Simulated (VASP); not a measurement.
## Rh: relaxation of shape and atoms at fixed volume with PBE

Crystal: Rh.

```
Rh
1.0
     2.66832    0.00000    0.00000
    -1.33416    2.31083    0.00000
     0.00000    0.00000    4.29807
Rh
2
Cartesian
  1.3342 0.7703 3.2235
  0.0000 1.5406 1.0745
```

This isn't the form of Rh at room conditions, which is fcc.

```
Program                : VASP 6.6.1
Task                   : relaxation of shape and atoms at fixed volume
Functional             : PBE
Potentials or basis    : VASP PAW PBE potentials, release 64 (Rh_pv)
Cutoff                 : 600 eV
k mesh                 : 18 × 18 × 10
Occupations            : gaussian, width 0.1 eV
Spin                   : no spin polarisation
Dipole correction      : no
Further INCAR settings : ALGO = Fast; EDIFF = 1e-06; IBRION = 2; EDIFFG = -0.01; NSW = 50; ISIF = 4
```

| Quantity | Value |
| --- | --- |
| Energy gained by relaxing | 0.0 meV/atom |
| Ionic steps | 2 |
| Pressure after relaxing | 18.4 GPa |
| Band gap on the k mesh | zero (bands 15 and 16 overlap by 2.57 eV) |

Final structure:
```xyz
2
Lattice="2.6673 0.0000 0.0000 -1.3337 2.3100 0.0000 0.0000 0.0000 4.3012" Properties=species:S:1:pos:R:3 pbc="T T T"
Rh    1.3337    0.7700    3.2259
Rh    0.0000    1.5400    1.0753
```

Levels at points of the mesh, in eV from the Fermi level:
| k point | band 12 | band 13 | band 14 | band 15 | band 16 | band 17 | band 18 | band 19 |
| --- | --- | --- | --- | --- | --- | --- | --- | --- |
| (0.00, 0.00, 0.00) | -2.67 | -2.67 | -2.06 | -2.06 | 0.13 | 0.13 | 0.70 | 9.04 |
| (0.50, 0.00, 0.00) | -2.37 | -2.30 | 0.43 | 0.67 | 0.77 | 3.14 | 5.33 | 10.64 |
| (0.00, 0.00, 0.50) | -3.35 | -3.35 | -3.35 | -0.47 | -0.47 | -0.47 | -0.47 | 14.98 |
| (0.50, 0.00, 0.50) | -1.81 | -0.36 | -0.36 | 0.63 | 0.63 | 2.73 | 2.73 | 9.70 |

Run time: 56 s on 1 thread of Intel(R) Xeon(R) 6975P-C (Granite Rapids) (shared host), peak memory 0.24 GiB.
